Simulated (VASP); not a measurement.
# Mo in VASP: single point with PBE

Aim: the single point of Mo with PBE.

Program: VASP 6.6.1. These are calculated values, not measurements. Logs are shortened: lines on timing, memory, paths and dates and some standing lists are left out, and cuts for length are marked.

### Step 1. The cell of the first run

The cell holds a slab with vacuum, 5 atoms: a = 2.721 Å, b = 2.721 Å, c = 23.887 Å, α = 90.00°, β = 90.00°, γ = 109.47°.

### Step 2. Single point, PBE

INCAR reads:

```
SYSTEM = Mo
PREC     = Accurate       ! precision mode
ENCUT    = 520            ! plane-wave cutoff, eV
EDIFF    = 1E-6           ! SCF threshold, eV
ISMEAR   = -1             ! smearing method
SIGMA    = 0.05           ! smearing width, eV
LREAL    = .False.        ! projectors in reciprocal space
LASPH    = .True.         ! aspherical terms in the spheres
NELM     = 100            ! most SCF steps
ALGO     = Normal         ! electronic algorithm
ISIF     = 2              ! what is computed and relaxed
LWAVE    = .False.        ! write WAVECAR
LCHARG   = .False.        ! write CHGCAR
LDIPOL   = .True.       
IDIPOL   = 3            
DIPOL    = 0.5 0.5 0.500
GGA      = PE             ! functional
NBANDS   = 43             ! bands
```

KPOINTS reads:

```
regular mesh
0
Gamma
  10 10 1
  0 0 0
```

POSCAR reads:

```
Mo
1.0
    2.7210518187      0.0000000000      0.0000000000
   -0.9070172729      2.5654322573      0.0000000000
    0.0000000000      0.0000000000     23.8869180260
Mo
5
Direct
    0.5000000000      0.5000000000      0.3139793921
    0.0000000000      0.0000000000      0.4069896960
    0.5000000000      0.5000000000      0.5000000000
    0.0000000000      0.0000000000      0.5930103040
    0.5000000000      0.5000000000      0.6860206079
```

Potentials or basis: VASP PAW PBE potentials, release 64 (Mo_sv).

On the command line:

```bash
$ cat potpaw_PBE.64/Mo_sv/POTCAR > POTCAR
$ mpirun -np 1 vasp_std > vasp.out
```

OUTCAR:

```text
SYSTEM = Mo
   PREC = Accurate
   ENCUT = 520
   EDIFF = 1E-6
   ISMEAR = -1
   LREAL = .False.
   LASPH = .True.
   NELM = 100
   ISIF = 2
   GGA = PE

 ion  position               nearest neighbor table
   1  0.500  0.500  0.314-   2 2.72   2 2.72   2 3.14   2 3.14
   2  0.000  0.000  0.407-   1 2.72   1 2.72   3 2.72   3 2.72   1 3.14   1 3.14   3 3.14   3 3.14

   3  0.500  0.500  0.500-   2 2.72   4 2.72   2 2.72   4 2.72   2 3.14   4 3.14   2 3.14   4 3.14

   4  0.000  0.000  0.593-   5 2.72   5 2.72   3 2.72   3 2.72   5 3.14   5 3.14   3 3.14   3 3.14

   5  0.500  0.500  0.686-   4 2.72   4 2.72   4 3.14   4 3.14

  LATTYP: Found a base centered orthorhombic cell.
 ALAT       =     3.1420000000
 B/A-ratio  =     1.4142135624
 C/A-ratio  =     7.6024564054

  Lattice vectors:

 A1 = (   2.7210518187,   0.0000000000,   0.0000000000)
 A2 = (  -0.9070172729,   2.5654322573,   0.0000000000)
 A3 = (   0.0000000000,   0.0000000000,  23.8869180260)

Analysis of symmetry for initial positions (statically):
=====================================================================
 Subroutine PRICEL returns:
 Original cell was already a primitive cell.

 Routine SETGRP: Setting up the symmetry group for a
 base centered orthorhombic supercell.

 Subroutine GETGRP returns: Found  8 space group operations
 (whereof  8 operations were pure point group operations)
 out of a pool of  8 trial point group operations.

The static configuration has the point symmetry D_2h.

Analysis of symmetry for dynamics (positions and initial velocities):
=====================================================================
 Subroutine PRICEL returns:
 Original cell was already a primitive cell.

 Routine SETGRP: Setting up the symmetry group for a
 base centered orthorhombic supercell.

 Subroutine GETGRP returns: Found  8 space group operations
 (whereof  8 operations were pure point group operations)
 out of a pool of  8 trial point group operations.

The dynamic configuration has the point symmetry D_2h.

 Subroutine INISYM returns: Found  8 space group operations
 (whereof  8 operations are pure point group operations),
 and found     1 'primitive' translations

----------------------------------------------------------------------------------------

                                     Primitive cell

  volume of cell :     166.7468

  direct lattice vectors                    reciprocal lattice vectors
     2.721051819  0.000000000  0.000000000     0.367504945  0.129932619  0.000000000
    -0.907017273  2.565432257  0.000000000     0.000000000  0.389797858  0.000000000
     0.000000000  0.000000000 23.886918026     0.000000000  0.000000000  0.041863919

  length of vectors
     2.721051819  2.721051819 23.886918026     0.389797858  0.389797858  0.041863919

  position of ions in fractional coordinates (direct lattice)
     0.500000000  0.500000000  0.313979392
     0.000000000  0.000000000  0.406989696
     0.500000000  0.500000000  0.500000000
     0.000000000  0.000000000  0.593010304
     0.500000000  0.500000000  0.686020608

  ion indices of the primitive-cell ions
   primitive index   ion index
                 1           1
                 2           2
                 3           3
                 4           4
                 5           5

----------------------------------------------------------------------------------------

 KPOINTS: regular mesh

Automatic generation of k-mesh.
 Grid dimensions read from file:
 generate k-points for:   10   10    1

 Generating k-lattice:

  Cartesian coordinates                     Fractional coordinates (reciprocal lattice)
     0.036750495  0.012993262  0.000000000     0.100000000  0.000000000  0.000000000
     0.000000000  0.038979786  0.000000000     0.000000000  0.100000000  0.000000000
     0.000000000  0.000000000  0.041863919     0.000000000  0.000000000  1.000000000

  Length of vectors
     0.038979786  0.038979786  0.041863919

  Shift w.r.t. Gamma in fractional coordinates (k-lattice)
     0.000000000  0.000000000  0.000000000

 Subroutine IBZKPT returns following result:
 ===========================================

 Found     31 irreducible k-points:

 Following reciprocal coordinates:
            Coordinates               Weight
  0.000000  0.000000  0.000000      1.000000
  0.100000 -0.000000  0.000000      4.000000
  0.200000 -0.000000  0.000000      4.000000
  0.300000 -0.000000  0.000000      4.000000
  0.400000 -0.000000  0.000000      4.000000
  0.500000 -0.000000  0.000000      2.000000
[... 16 lines left out ...]
  0.300000  0.300000  0.000000      2.000000
  0.400000  0.300000  0.000000      4.000000
 [... further k-points ...]
   k-points           NKPTS =     31   k-points in BZ     NKDIM =     31   number of bands    NBANDS=     43
   number of dos      NEDOS =    301   number of ions     NIONS =      5
   total plane-waves  NPLWV =  72000
   dimension x,y,z NGX =    20 NGY =   20 NGZ =  180
   dimension x,y,z NGXF=    40 NGYF=   40 NGZF=  360
   ions per type =               5
   NGX,Y,Z   is equivalent  to a cutoff of  12.22, 12.22, 12.53 a.u.
   NGXF,Y,Z  is equivalent  to a cutoff of  24.44, 24.44, 25.05 a.u.
 SYSTEM =  Mo
   PREC   = accura    normal or accurate (medium, high low for compatibility)
   ISTART =      0    job   : 0-new  1-cont  2-samecut
   ICHARG =      2    charge: 1-file 2-atom 10-const
   ISPIN  =      1    spin polarized calculation?
   LNONCOLLINEAR =      F non collinear calculations
   LSORBIT =      F    spin-orbit coupling
   LASPH  =      T    aspherical Exc in radial PAW
   ENCUT  =  520.0 eV  38.22 Ry    6.18 a.u.   5.06  5.06 44.41*2*pi/ulx,y,z
   NELM   =    100;   NELMIN=  2; NELMDL= -5     # of ELM steps
   EDIFF  = 0.1E-05   stopping-criterion for ELM
   LREAL  =      F    real-space projection
   EDIFFG = 0.1E-04   stopping-criterion for IOM
   NSW    =      0    number of steps for IOM
   IBRION =     -1    ionic relax: 0-MD 1-quasi-New 2-CG
   NFREE  =      0    steps in history (QN), initial steepest desc. (CG)
   ISIF   =      2    stress and relaxation
   ISYM   =      2    0-nonsym 1-usesym 2-fastsym
   POTIM  = 0.5000    time-step for ionic-motion
   TEBEG  =    0.0;   TEEND  =   0.0 temperature during run
   PSTRESS=    0.0 pullay stress
   NELECT =      70.0000    total number of electrons
   NUPDOWN=      -1.0000    fix difference up-down
   EMIN   =  10.00;   EMAX   =-10.00  energy-range for DOS
   EFERMI =   0.00;   METHOD = LEGACY
   ISMEAR =    -1;   SIGMA  =   0.05  broadening in eV -4-tet -1-fermi 0-gaus
   EFERMI_NEDOS =   21; number of points for ismear=-14 and -15
   IALGO  =     38    algorithm
   IMIX   =      4    mixing-type and parameters
     AMIX     =   0.40;   BMIX     =  1.00
     AMIX_MAG =   1.60;   BMIX_MAG =  1.00
  volume/ion in A,a.u.               =      33.35       225.05
  Fermi-wavevector in a.u.,A,eV,Ry     =   1.225806  2.316437 20.444113  1.502600
  Thomas-Fermi vector in A             =   2.360830
   LORBIT       =      0    0 simple, 1 ext, 2 COOP (PROOUT), +10 PAW based schemes
   GGA     = PE    functional components
   LHFCALC =     F    Hartree Fock is set to
   AEXX    =    0.0000 exact exchange contribution
   IVDW    =     0    specifies the selected vdW correction
   LEPSILON=     F    determine dielectric tensor
   LRPA    =     F    only Hartree local field effects (RPA)
 non-spin polarized calculation
  energy-cutoff  :      520.00
  volume of cell :      166.75
 maximum number of plane-waves:      4558
   NGX = 11   NGY = 11   NGZ = 89

 dipolmoment           0.000000      0.000000      0.000000 electrons x Angstroem

 number of electron      69.9999991 magnetization

 dipolmoment           0.000000      0.000000     -0.000000 electrons x Angstroem

 Free energy of the ion-electron system (eV)
  ---------------------------------------------------
  ext. energy  EPLUGINS =         0.00000000
  ---------------------------------------------------
  free energy    TOTEN  =       -52.19340496 eV

  energy without entropy =      -52.15172319  energy(sigma->0) =      -52.17256407

 E-fermi :   3.5393     XC(G=0):  -7.1523

 val. band max:        3.5186543527   @ k =  -0.3000   0.2000   0.0000
 cond. band min:       3.5406241443   @ k =  -0.3000   0.3000   0.0000
 fundamental gap:      0.0219697916
 Fermi energy:         3.5392669981

 k-point     1 :       0.0000    0.0000    0.0000
  band No.  band energies     occupation
      1     -57.8206      2.00000
      2     -57.7486      2.00000
      3     -57.6291      2.00000
      4     -57.4675      2.00000
      5     -57.4645      2.00000
      6     -32.3990      2.00000
[... 35 lines left out ...]
     42       4.9672      0.00000
     43       5.1457      0.00000

 k-point     2 :       0.1000   -0.0000    0.0000
  band No.  band energies     occupation
      1     -57.8025      2.00000
      2     -57.7341      2.00000
      3     -57.6192      2.00000
      4     -57.4563      2.00000
      5     -57.4537      2.00000
      6     -32.3632      2.00000
[... 35 lines left out ...]
     42       4.8932      0.00000
     43       5.0967      0.00000

 k-point     3 :       0.2000   -0.0000    0.0000
  band No.  band energies     occupation
      1     -57.7538      2.00000
      2     -57.6959      2.00000
      3     -57.5947      2.00000
      4     -57.4269      2.00000
      5     -57.4255      2.00000
      6     -32.2693      2.00000
[... 35 lines left out ...]
     42       4.8778      0.00000
     43       5.1411      0.00000

 k-point     4 :       0.3000   -0.0000    0.0000
  band No.  band energies     occupation
      1     -57.6885      2.00000
      2     -57.6479      2.00000
      3     -57.5688      2.00000
      4     -57.3905      2.00000
      5     -57.3901      2.00000
      6     -32.2286      2.00000
[... 863 lines left out ...]
     42       3.7173      0.05529
     43       4.1485      0.00001

 k-point    23 :       0.3000    0.3000    0.0000
  band No.  band energies     occupation
      1     -57.5627      2.00000
      2     -57.5597      2.00000
      3     -57.5245      2.00000
      4     -57.3164      2.00000
      5     -57.3163      2.00000
      6     -32.1978      2.00000
[... 35 lines left out ...]
     42       5.7771      0.00000
     43       5.8298      0.00000

 k-point    24 :       0.4000    0.3000    0.0000
  band No.  band energies     occupation
      1     -57.5585      2.00000
      2     -57.5378      2.00000
      3     -57.4826      2.00000
      4     -57.2904      2.00000
      5     -57.2904      2.00000
      6     -32.2435      2.00000
[... 35 lines left out ...]
     42       5.9059      0.00000
     43       5.9823      0.00000

 [... further k-points ...]

------------------------ aborting loop because EDIFF is reached ----------------------------------------

 vacuum level on the upper side and lower side of the slab       (xc-potential included)        -0.173        -0.173

  FORCE on cell =-STRESS in cart. coord.  units (eV):
  Direction    XX          YY          ZZ          XY          YZ          ZX
  --------------------------------------------------------------------------------------
  -------------------------------------------------------------------------------------
  Total       -2.1423754     -2.0532850     -0.7122776      0.1259928      0.0000000      0.0000000
  in kB      -20.5848958    -19.7288757     -6.8438797      1.2105951      0.0000000      0.0000000
  external PRESSURE =     -15.7192171 kB  Pullay stress =       0.0000000 kB

 VOLUME and BASIS-vectors are now :
 -----------------------------------------------------------------------------
  energy-cutoff  :      520.00
  volume of cell :      166.75
      direct lattice vectors                 reciprocal lattice vectors
     2.721051819  0.000000000  0.000000000     0.367504945  0.129932619  0.000000000
    -0.907017273  2.565432257  0.000000000     0.000000000  0.389797858  0.000000000
     0.000000000  0.000000000 23.886918026     0.000000000  0.000000000  0.041863919

 POSITION                                       TOTAL-FORCE (eV/Angst)
 -----------------------------------------------------------------------------------
      0.90702      1.28272      7.50000        -0.000000      0.000000      0.403306
      0.00000      0.00000      9.72173        -0.000000      0.000000     -0.651345
      0.90702      1.28272     11.94346        -0.000000      0.000000      0.000000
      0.00000      0.00000     14.16519         0.000000     -0.000000      0.651345
      0.90702      1.28272     16.38692        -0.000000      0.000000     -0.403306
 -----------------------------------------------------------------------------------
    total drift:                               -0.000000      0.000000     -0.000000

  FREE ENERGIE OF THE ION-ELECTRON SYSTEM (eV)
  ---------------------------------------------------
  free  energy   TOTEN  =       -52.1934049586 eV

  energy  without entropy=      -52.1517231878  energy(sigma->0) =      -52.17256407

 vacuum level on the upper side and lower side of the slab         8.057         8.057
```

It took 10 min on 1 thread of AMD EPYC 7R43 (Zen 3), shared host; peak memory 0.31 GiB.

What came out:

```
Free energy            : -52.1934 eV
Largest force          : 0.651 eV/Å
Band gap on the k mesh : zero (band 35 reaches 4.94 eV, above the bottom of band 36 at 2.76 eV)
```

Forces on the atoms (eV/Å):
```
Mo   0.000  0.000  0.403
Mo   0.000  0.000 -0.651
Mo   0.000  0.000  0.000
Mo   0.000  0.000  0.651
Mo   0.000  0.000 -0.403
```
